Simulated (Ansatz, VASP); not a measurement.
# Ge in VASP and in Ansatz

The input INCAR:

```
ALGO = Normal
EDIFF = 1E-7
ENCUT = 520
GGA = PS
ISIF = 2
ISMEAR = 0
LASPH = True
LCHARG = True
LELF = True
LREAL = False
LVHAR = True
LWAVE = False
NBANDS = 21
NELM = 60
PREC = Accurate
SIGMA = 0.1
```

The input KPOINTS:

```
k-points
0
Gamma
  12 12 12
```

Contents of POSCAR:

```
Ge
1.0
   -0.0093066533      3.0177601237      3.0273213663
    2.8738040184      0.0121354233      3.0058792897
    2.8683444923      2.9908585210      0.0175949494
Ge
2
Direct
    0.4923040756      0.5027998034      0.5065364098
    0.7576959244      0.7472001966      0.7434635902
```

Input for Ansatz:

```yaml
crystal:
  lattice:
    - [-0.0093066533, 3.0177601237, 3.0273213663]
    - [2.8738040184, 0.0121354233, 3.0058792897]
    - [2.8683444923, 2.990858521, 0.0175949494]
  atoms:
    - { symbol: Ge, position: [0.4923040756, 0.5027998034, 0.5065364098] }
    - { symbol: Ge, position: [0.7576959244, 0.7472001966, 0.7434635902] }
basis:
  ecutwfc: 420
kpoints:
  mp_grid: { grid: [12, 12, 12] }
hamiltonian:
  xc: pbesol
scf:
  occupations: { method: gaussian, width: 0.1 }
output:
  forces: true
  stress: true
  eigenvalues: true
  populations: true
```

Change from the starting cell: all atoms moved at random, cell strained at random.

Alike in both runs: task single point; functional PBEsol; k mesh 12 × 12 × 12; occupations gaussian, width 0.1 eV; no spin polarisation.

|  | VASP | Ansatz |
| --- | --- | --- |
| version | VASP 6.6.1 | Ansatz 0.2.0 |
| potentials or method | VASP PAW PBE potentials, release 64 (Ge_d), cutoff 520 eV | scalar-relativistic, plane waves, PAW |
| valence electrons in the cell | 28 | 28 |

Ansatz gave:

| Item | Value |
| --- | --- |
| gap on the k mesh at the Fermi level (eV) | none |
| pressure (GPa) | -6.2 |
| traceless stress, the component that is largest in VASP (GPa) | 1.59 |
| rms of the force components (eV/Å) | 0.237 |

Task: Estimate VASP's values.

Result: gap on the k mesh at the Fermi level (eV): none; pressure (GPa): -6.3; traceless stress, the component that is largest in VASP (GPa): 1.60; rms of the force components (eV/Å): 0.237.

VASP's potentials were made for PBE, not for PBEsol. Atom by atom the forces differ by 0.000 eV/Å (rms over components). A gap of «none» marks a metal or a gap that the smearing closes.
